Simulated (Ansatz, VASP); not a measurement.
**BeS in VASP and in Ansatz**

```xyz
2
Lattice="0.0000 2.4381 2.4381 2.4381 0.0000 2.4381 2.4381 2.4381 0.0000" Properties=species:S:1:pos:R:3 pbc="T T T"
Be    2.4381    2.4381    2.4381
S     1.2190    1.2190    1.2190
```

Alike in both runs: functional PBE; k mesh 8 × 8 × 8; no spin polarisation.

Ansatz relaxed the structure, and its values are those at the end. VASP's run is a single point on that final structure, the one shown.

|  | VASP | Ansatz |
| --- | --- | --- |
| version | VASP 6.6.1 | Ansatz 0.2.0 |
| potentials or method | VASP PAW PBE potentials, release 64 (Be, S), cutoff 600 eV | scalar-relativistic, plane waves, PAW |
| occupations | gaussian, width 0.01 eV | fixed |
| valence electrons in the cell | 8 | 8 |

```csv
,VASP,Ansatz,Ansatz less VASP
gap on the k mesh at the Fermi level (eV),3.15,3.15,-0.001
least direct gap on the mesh (eV),5.68,5.66,-0.018
pressure (GPa),0.0,0.0,-0.04
```
